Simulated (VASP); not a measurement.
Set up this calculation in VASP 6.6.1, as the native input.

```yaml
Task: single point
Functional: PBE
Potentials_or_basis: VASP PAW PBE potentials, release 64 (Al, P)
Cutoff: 500 eV
k_mesh: 8 × 8 × 8
Occupations: gaussian, width 0.02 eV
Spin: no spin polarisation
Dipole_correction: no
Further_INCAR_settings: ALGO = Normal; EDIFF = 1e-06; NBANDS = 11
```

The structure of AlP (pbe) lies in POSCAR:

```
AlP
1.0
    0.0000000000      2.7538824067      2.7538824067
    2.7538824067      0.0000000000      2.7538824067
    2.7538824067      2.7538824067      0.0000000000
Al P
1 1
Direct
    0.0000000000      0.0000000000      0.0000000000
    0.2500000000      0.2500000000      0.2500000000
```

One way to write it, as run:

INCAR

```
PREC = Accurate
ENCUT = 500
EDIFF = 1E-6
ISMEAR = 0
SIGMA = 0.02
LREAL = F
LASPH = T
NELM = 120
ALGO = Normal
ISIF = 2
LWAVE = F
LCHARG = T
GGA = PE
LELF = T
LVHAR = T
NBANDS = 11
GGA_COMPAT = F
```

KPOINTS

```
regular mesh
0
Gamma
  8 8 8
```

Potentials or basis: VASP PAW PBE potentials, release 64 (Al, P).

Launch:

```console
$ cat potpaw_PBE.64/Al/POTCAR potpaw_PBE.64/P/POTCAR > POTCAR
$ mpirun -np 1 vasp_std > vasp.out
```

Results of the run:

```yaml
Pressure: -0.1 GPa
Band_gap_on_the_k_mesh: 1.63 eV, indirect (least direct gap 3.08 eV)
```

It took 20 s on 1 thread of Intel Xeon 8259CL (shared host), peak memory 0.15 GiB.
